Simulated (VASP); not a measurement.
# MnPt (P4/mmm) in VASP: single point with LDA

Aim: the single point of MnPt with LDA.

Everything below comes from runs of VASP 6.6.1. Logs are shortened: lines on timing, memory, paths and dates and some standing lists are left out, and cuts for length are marked.

### Step 1. The cell of the first run

The structure is tetragonal, space group P4/mmm (No. 123). Conventional cell: a = 2.638 Å, b = 2.638 Å, c = 3.683 Å, α = 90.00°, β = 90.00°, γ = 90.00°. Mn (site symmetry 4/mmm) has 8 Pt at 2.62 Å and 4 Mn at 2.64 Å within 3.5 Å. Within 3.5 Å of Pt (site symmetry 4/mmm) lie 8 Mn at 2.62 Å and 4 Pt at 2.64 Å.

### Step 2. Single point, LDA, collinear spin, ferromagnetic start

Input file INCAR:

```
  PREC = Accurate
  ENCUT = 520
  EDIFF = 1E-6
  ISMEAR = 0
  SIGMA = 0.2
  LREAL = False
  LASPH = True
  NELM = 150
  ALGO = Normal
  ISIF = 2
  LWAVE = False
  LCHARG = True
  ISPIN = 2
  MAGMOM = 3.52 0.33
  LORBIT = 11
  LMAXMIX = 4
  LELF = True
  LVHAR = True
  NBANDS = 22
```

Input file KPOINTS:

```
Automatic mesh
0
Gamma
  16 16 12
```

Input file POSCAR:

```
MnPt
1.0
    2.6381147394      0.0000000000      0.0000000000
    0.0000000000      2.6381147394      0.0000000000
    0.0000000000      0.0000000000      3.6834863090
Mn Pt
1 1
Direct
    0.0000000000      0.0000000000      0.0000000000
    0.5000000000      0.5000000000      0.5000000000
```

Potentials or basis: VASP PAW LDA potentials, release 64 (Mn_pv, Pt).

The run is started by

```
$ cat potpaw_LDA.64/Mn_pv/POTCAR potpaw_LDA.64/Pt/POTCAR > POTCAR
$ mpirun -np 1 vasp_std > vasp.out
```

OUTCAR:

```text
PREC = Accurate
   ENCUT = 520
   EDIFF = 1E-6
   ISMEAR = 0
   LREAL = False
   LASPH = True
   NELM = 150
   ISIF = 2
   ISPIN = 2
   LORBIT = 11

 ion  position               nearest neighbor table
   1  0.000  0.000  0.000-   2 2.62   2 2.62   2 2.62   2 2.62   2 2.62   2 2.62   2 2.62   2 2.62

   2  0.500  0.500  0.500-   1 2.62   1 2.62   1 2.62   1 2.62   1 2.62   1 2.62   1 2.62   1 2.62

  LATTYP: Found a simple tetragonal cell.
 ALAT       =     2.6381147394
 C/A-ratio  =     1.3962570520

  Lattice vectors:

 A1 = (   2.6381147394,   0.0000000000,   0.0000000000)
 A2 = (   0.0000000000,   2.6381147394,   0.0000000000)
 A3 = (   0.0000000000,   0.0000000000,   3.6834863090)

Analysis of symmetry for initial positions (statically):
=====================================================================
 Subroutine PRICEL returns:
 Original cell was already a primitive cell.

 Routine SETGRP: Setting up the symmetry group for a
 simple tetragonal supercell.

 Subroutine GETGRP returns: Found 16 space group operations
 (whereof 16 operations were pure point group operations)
 out of a pool of 16 trial point group operations.

The static configuration has the point symmetry D_4h.

Analysis of symmetry for dynamics (positions and initial velocities):
=====================================================================
 Subroutine PRICEL returns:
 Original cell was already a primitive cell.

 Routine SETGRP: Setting up the symmetry group for a
 simple tetragonal supercell.

 Subroutine GETGRP returns: Found 16 space group operations
 (whereof 16 operations were pure point group operations)
 out of a pool of 16 trial point group operations.

The dynamic configuration has the point symmetry D_4h.

Analysis of structural, dynamic, and magnetic symmetry:
=====================================================================
 Subroutine PRICEL returns:
 Original cell was already a primitive cell.

 Routine SETGRP: Setting up the symmetry group for a
 simple tetragonal supercell.

 Subroutine GETGRP returns: Found 16 space group operations
 (whereof 16 operations were pure point group operations)
 out of a pool of 16 trial point group operations.

The overall configuration has the point symmetry D_4h.

 Subroutine INISYM returns: Found 16 space group operations
 (whereof 16 operations are pure point group operations),
 and found     1 'primitive' translations

[... 108 lines left out ...]
   EFERMI =   0.00;   METHOD = LEGACY
   ISMEAR =     0;   SIGMA  =   0.20  broadening in eV -4-tet -1-fermi 0-gaus
   EFERMI_NEDOS =   21; number of points for ismear=-14 and -15
   IALGO  =     38    algorithm
   IMIX   =      4    mixing-type and parameters
     AMIX     =   0.40;   BMIX     =  1.00
     AMIX_MAG =   1.60;   BMIX_MAG =  1.00
  volume/ion in A,a.u.               =      12.82        86.50
  Fermi-wavevector in a.u.,A,eV,Ry     =   1.578951  2.983785 33.920495  2.493086
  Thomas-Fermi vector in A             =   2.679404
   LORBIT       =     11    0 simple, 1 ext, 2 COOP (PROOUT), +10 PAW based schemes
   GGA     = CA    functional components
   LHFCALC =     F    Hartree Fock is set to
   AEXX    =    0.0000 exact exchange contribution
   IVDW    =     0    specifies the selected vdW correction
   LEPSILON=     F    determine dielectric tensor
   LRPA    =     F    only Hartree local field effects (RPA)
 spin polarized calculation
 Gauss-broadening in eV      SIGMA  =   0.20
  energy-cutoff  :      520.00
  volume of cell :       25.64
 maximum number of plane-waves:       704
 NGX is ok and might be reduce to    20
   NGX =  9   NGY =  9   NGZ = 13

 number of electron      22.9999994 magnetization       1.9281060

 Free energy of the ion-electron system (eV)
  ---------------------------------------------------
  ext. energy  EPLUGINS =         0.00000000
  ---------------------------------------------------
  free energy    TOTEN  =       -17.79330440 eV

  energy without entropy =      -17.74003995  energy(sigma->0) =      -17.76667217

 E-fermi :  11.4291     XC(G=0): -14.0045

 val. band max:       11.4287500400   @ k =   0.1250   0.0625   0.0833
 cond. band min:      11.4295116406   @ k =   0.0000   0.0000   0.2500
 fundamental gap:      0.0007616005
 Fermi energy:        11.4290802436

 spin component 1

 k-point     1 :       0.0000    0.0000    0.0000
  band No.  band energies     occupation
      1     -37.2051      1.00000
      2     -36.8854      1.00000
      3     -36.8854      1.00000
      4       1.1630      1.00000
      5       4.3298      1.00000
      6       4.3867      1.00000
[... 589 lines left out ...]
     21      28.7813      0.00000
     22      34.9393      0.00000

 [... further k-points ...]

 spin component 2

 k-point     1 :       0.0000    0.0000    0.0000
  band No.  band energies     occupation
      1     -35.3190      1.00000
      2     -35.1466      1.00000
      3     -35.1466      1.00000
      4       1.3348      1.00000
      5       4.4674      1.00000
      6       4.6771      1.00000
[... 589 lines left out ...]
     21      29.1425      0.00000
     22      35.3664      0.00000

 [... further k-points ...]
[... 5 lines left out ...]
  --------------------------------------------------------------------------------------
  -------------------------------------------------------------------------------------
  Total       -0.1031799     -0.1031799     -0.0367415      0.0000000      0.0000000      0.0000000
  in kB       -6.4485101     -6.4485101     -2.2962584      0.0000000      0.0000000      0.0000000
  external PRESSURE =      -5.0644262 kB  Pullay stress =       0.0000000 kB

 VOLUME and BASIS-vectors are now :
 -----------------------------------------------------------------------------
  energy-cutoff  :      520.00
  volume of cell :       25.64
      direct lattice vectors                 reciprocal lattice vectors
     2.638114739  0.000000000  0.000000000     0.379058570  0.000000000  0.000000000
     0.000000000  2.638114739  0.000000000     0.000000000  0.379058570  0.000000000
     0.000000000  0.000000000  3.683486309     0.000000000  0.000000000  0.271481938

 POSITION                                       TOTAL-FORCE (eV/Angst)
 -----------------------------------------------------------------------------------
      0.00000      0.00000      0.00000         0.000000      0.000000      0.000000
      1.31906      1.31906      1.84174         0.000000      0.000000      0.000000
 -----------------------------------------------------------------------------------
    total drift:                               -0.000000      0.000000      0.000000

  FREE ENERGIE OF THE ION-ELECTRON SYSTEM (eV)
  ---------------------------------------------------
  free  energy   TOTEN  =       -17.7933043979 eV

  energy  without entropy=      -17.7400399515  energy(sigma->0) =      -17.76667217

 total charge

# of ion       s       p       d       tot
------------------------------------------
    1        0.344   6.322   5.118  11.784
    2        0.775   0.814   8.038   9.627
--------------------------------------------------
tot          1.120   7.136  13.156  21.411

 magnetization (x)

# of ion       s       p       d       tot
------------------------------------------
    1        0.004   0.008   1.787   1.798
    2       -0.016  -0.032   0.118   0.070
--------------------------------------------------
tot         -0.013  -0.024   1.905   1.868
```

OSZICAR:

```text
N       E                     dE             d eps       ncg     rms          rms(c)
DAV:   1     0.192864795092E+03    0.19286E+03   -0.12096E+04 27878   0.121E+03
DAV:   2    -0.120772016029E+02   -0.20494E+03   -0.19550E+03 28872   0.337E+02
DAV:   3    -0.192083206231E+02   -0.71311E+01   -0.70678E+01 31476   0.681E+01
DAV:   4    -0.192732941830E+02   -0.64974E-01   -0.64960E-01 31920   0.640E+00
DAV:   5    -0.192743196766E+02   -0.10255E-02   -0.10255E-02 33044   0.835E-01    0.205E+01
DAV:   6    -0.188705002453E+02    0.40382E+00   -0.13087E+01 30396   0.336E+01    0.131E+01
DAV:   7    -0.184168751842E+02    0.45363E+00   -0.18056E+01 31632   0.343E+01    0.106E+01
DAV:   8    -0.178036775183E+02    0.61320E+00   -0.17120E+00 32084   0.109E+01    0.260E+00
DAV:   9    -0.177937781150E+02    0.98994E-02   -0.69317E-02 33054   0.188E+00    0.113E+00
DAV:  10    -0.177940727220E+02   -0.29461E-03   -0.91555E-03 32928   0.738E-01    0.546E-01
DAV:  11    -0.177932468640E+02    0.82586E-03   -0.20820E-03 31340   0.441E-01    0.169E-01
DAV:  12    -0.177933118882E+02   -0.65024E-04   -0.16710E-04 32366   0.106E-01    0.720E-02
DAV:  13    -0.177933039761E+02    0.79122E-05   -0.31684E-05 31696   0.512E-02    0.274E-02
DAV:  14    -0.177933043979E+02   -0.42181E-06   -0.19954E-06 25592   0.125E-02
   1 F= -.17793304E+02 E0= -.17766672E+02  d E =-.532644E-01  mag=     1.9277
```

stdout:

```text
POSCAR found type information on POSCAR MnPt
 POSCAR found :  2 types and       2 ions
 scaLAPACK will be used
 LDA part: xc-table for (Slater(with rela. corr.)+CA(PZ))
 , standard interpolation
 POSCAR, INCAR and KPOINTS ok, starting setup
 FFT: planning ... GRIDC
 FFT: planning ... GRID_SOFT
 FFT: planning ... GRID
 WAVECAR not read
 entering main loop
```

It took 2 min on 1 thread of Intel Xeon 6975P-C (Granite Rapids), shared host; peak memory 0.35 GiB.

What came out:

- Free energy: -17.7933 eV
- Pressure: -0.5 GPa
- Net moment: 1.93 μB per cell
- Site moments: Mn +1.80; Pt +0.07 μB
- Valence electrons inside the program's atomic spheres: Mn 11.78; Pt 9.63

Levels at points of the mesh, in eV from the Fermi level:
Spin up:
| k point | band 9 | band 10 | band 11 | band 12 | band 13 | band 14 | band 15 | band 16 | band 17 | band 18 |
| --- | --- | --- | --- | --- | --- | --- | --- | --- | --- | --- |
| (0.00, 0.00, 0.00) | -2.29 | -1.45 | -1.04 | 0.20 | 0.61 | 0.61 | 2.12 | 10.85 | 12.49 | 12.49 |
| (0.50, 0.00, 0.00) | -2.82 | -2.64 | -2.00 | -1.28 | -0.77 | 1.80 | 2.31 | 11.34 | 11.48 | 13.09 |
| (0.50, 0.50, 0.00) | 0.18 | 0.57 | 0.65 | 0.65 | 0.71 | 1.89 | 1.89 | 8.91 | 11.53 | 12.03 |
| (0.00, 0.00, 0.50) | -2.54 | -2.54 | -1.66 | -1.05 | -1.03 | -1.03 | -0.27 | 16.15 | 16.84 | 17.04 |
| (0.50, 0.00, 0.50) | -2.17 | -0.69 | -0.52 | 0.13 | 0.27 | 0.29 | 0.31 | 5.72 | 8.29 | 15.78 |
| (0.50, 0.50, 0.50) | -2.87 | -2.23 | -1.01 | 0.58 | 0.71 | 7.62 | 7.62 | 9.15 | 9.42 | 9.42 |
Spin down:
| k point | band 9 | band 10 | band 11 | band 12 | band 13 | band 14 |
| --- | --- | --- | --- | --- | --- | --- |
| (0.00, 0.00, 0.00) | -1.20 | -1.16 | 0.35 | 1.80 | 1.84 | 1.84 |
| (0.50, 0.00, 0.00) | -1.95 | -1.66 | -1.30 | 0.38 | 0.75 | 2.45 |
| (0.50, 0.50, 0.00) | 1.10 | 1.82 | 1.85 | 1.85 | 2.11 | 2.11 |
| (0.00, 0.00, 0.50) | -2.48 | -1.86 | -0.98 | -0.13 | 0.44 | 0.44 |
| (0.50, 0.00, 0.50) | -0.78 | -0.53 | -0.27 | 0.79 | 1.61 | 1.62 |
| (0.50, 0.50, 0.50) | -1.78 | -1.78 | 0.68 | 0.70 | 2.15 | 8.12 |

Caveat: spin-orbit coupling is left out, which moves the levels of the heavy elements.
